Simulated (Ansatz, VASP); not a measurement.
**One calculation of TiAl, two programs**

The input INCAR:

```
SYSTEM = TiAl
PREC     = Accurate       ! precision mode
ENCUT    = 520            ! plane-wave cutoff, eV
EDIFF    = 1E-7           ! SCF threshold, eV
ISMEAR   = 0              ! smearing method
SIGMA    = 0.15           ! smearing width, eV
LREAL    = .FALSE.        ! projectors in reciprocal space
LASPH    = .TRUE.         ! aspherical terms in the spheres
NELM     = 60             ! most SCF steps
ALGO     = Fast           ! electronic algorithm
ISIF     = 2              ! what is computed and relaxed
LWAVE    = .FALSE.        ! write WAVECAR
LCHARG   = .FALSE.        ! write CHGCAR
NBANDS   = 14             ! bands
```

The input KPOINTS:

```
regular mesh
0
G
  16 16 16
  0 0 0
```

Contents of POSCAR:

```
TiAl
1.0
    3.0357133537      0.0000000000      0.0000000000
    0.0000000000      3.0357133537      0.0000000000
    0.0000000000      0.0000000000      3.2093561575
Ti Al
1 1
Direct
    0.0000000000      0.0000000000      0.0000000000
    0.5000000000      0.5000000000      0.5000000000
```

Input for Ansatz:

```yaml
crystal:
  lattice:
    - [3.0357133537, 0.0, 0.0]
    - [0.0, 3.0357133537, 0.0]
    - [0.0, 0.0, 3.2093561575]
  atoms:
    - { symbol: Ti, position: [0.0, 0.0, 0.0] }
    - { symbol: Al, position: [0.5, 0.5, 0.5] }
basis:
  ecutwfc: 520.0
kpoints:
  mp_grid: { grid: [16, 16, 16] }
hamiltonian:
  xc: lda
  pseudopotentials: { kind: paw, azcp: { folder: soft_1 } }
scf:
  occupations: { method: gaussian, width: 0.15 }
output:
  forces: true
  stress: true
  eigenvalues: true
```

Alike in both runs: task single point; functional LDA; k mesh 16 × 16 × 16; occupations gaussian, width 0.15 eV; no spin polarisation.

|  | VASP | Ansatz |
| --- | --- | --- |
| version | VASP 6.6.1 | Ansatz 0.2.0 |
| potentials or method | VASP PAW LDA potentials, release 64 (Ti_sv, Al), cutoff 520 eV | scalar-relativistic, plane waves, PAW |
| valence electrons in the cell | 15 | 15 |

|  | VASP | Ansatz | Ansatz less VASP |
| --- | --- | --- | --- |
| gap on the k mesh at the Fermi level (eV) | none | none | - |
| pressure (GPa) | 4.3 | 4.2 | -0.18 |
| traceless stress, the component that is largest in VASP (GPa) | 3.30 | 3.28 | -0.015 |

Ansatz warns that its potentials were made for another functional, while VASP's fit it. LDA's correlation is that of Perdew and Zunger in VASP and of Perdew and Wang (1992) in Ansatz. A gap of «none» marks a metal or a gap that the smearing closes.
